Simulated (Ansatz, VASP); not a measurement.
## ScAl in VASP and in Ansatz

```
Sc Al
1.0
     3.37035    0.00000    0.00000
     0.00000    3.37035    0.00000
     0.00000    0.00000    3.37035
Sc Al
1 1
Cartesian
  1.6852 1.6852 1.6852
  0.0000 0.0000 0.0000
```

Alike in both runs: task single point; functional PBEsol; k mesh 14 × 14 × 14; occupations gaussian, width 0.1 eV; no spin polarisation.

|  | VASP | Ansatz |
| --- | --- | --- |
| version | VASP 6.6.1 | Ansatz 0.2.0 |
| potentials or method | VASP PAW PBE potentials, release 64 (Sc_sv, Al), cutoff 520 eV | scalar-relativistic, plane waves, PAW |
| valence electrons in the cell | 14 | 14 |

|  | VASP | Ansatz | Ansatz less VASP |
| --- | --- | --- | --- |
| gap on the k mesh at the Fermi level (eV) | none | none | - |
| pressure (GPa) | -1.7 | -1.8 | -0.13 |

VASP's potentials were made for PBE, not for PBEsol. A gap of «none» marks a metal or a gap that the smearing closes.
